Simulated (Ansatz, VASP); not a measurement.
# One calculation of Ti, two programs

Contents of INCAR:

```
PREC = Accurate ; ENCUT = 520
EDIFF = 1E-7 ; ISMEAR = -1
SIGMA = 0.1 ; LREAL = F
LASPH = T ; NELM = 100
ALGO = Normal ; ISIF = 2
LWAVE = F ; LCHARG = F
GGA = PS ; NBANDS = 25
```

The input KPOINTS:

```
regular mesh
0
Gamma
  9 9 12
```

Contents of POSCAR:

```
Ti
1.0
    4.6766666667      0.0000000000      0.0000000000
   -2.3383333333      4.0501121410      0.0000000000
    0.0000000000      0.0000000000      2.8200000000
Ti
3
Direct
    0.0000000000      0.0000000000      0.0000000000
    0.3333333333      0.6666666667      0.5000000000
    0.6666666667      0.3333333333      0.5000000000
```

Input for Ansatz:

```yaml
crystal:
  lattice:
    - [4.676666666666666, 0.0, 0.0]
    - [-2.338333333333333, 4.050112141, 0.0]
    - [0.0, 0.0, 2.82]
  atoms:
    - { symbol: Ti, position: [0.0, 0.0, 0.0] }
    - { symbol: Ti, position: [0.3333333333333333, 0.6666666666666666, 0.5] }
    - { symbol: Ti, position: [0.6666666666666666, 0.3333333333333333, 0.5] }
basis:
  ecutwfc: 520.0
kpoints:
  mp_grid:
    grid: [9, 9, 12]
hamiltonian:
  xc: pbesol
scf:
  occupations:
    method: fermi_dirac
output:
  stress: true
```

Alike in both runs: task single point; functional PBEsol; k mesh 9 × 9 × 12; no spin polarisation.

```csv
,VASP,Ansatz
version,VASP 6.6.1,Ansatz 0.2.0
potentials or method,"VASP PAW PBE potentials, release 64 (Ti_sv), cutoff 520 eV","plane waves, PAW"
occupations,"fermi-dirac, width 0.1 eV",fermi-dirac
valence electrons in the cell,36,36
```

Ansatz gave:

| Property | Result |
| --- | --- |
| pressure (GPa) | -7.9 |
| traceless stress, the component that is largest in VASP (GPa) | 2.76 |

Problem. Estimate VASP's values.

Solution. Pressure (GPa): -8.0; traceless stress, the component that is largest in VASP (GPa): 2.75.

VASP's potentials were made for PBE, not for PBEsol.
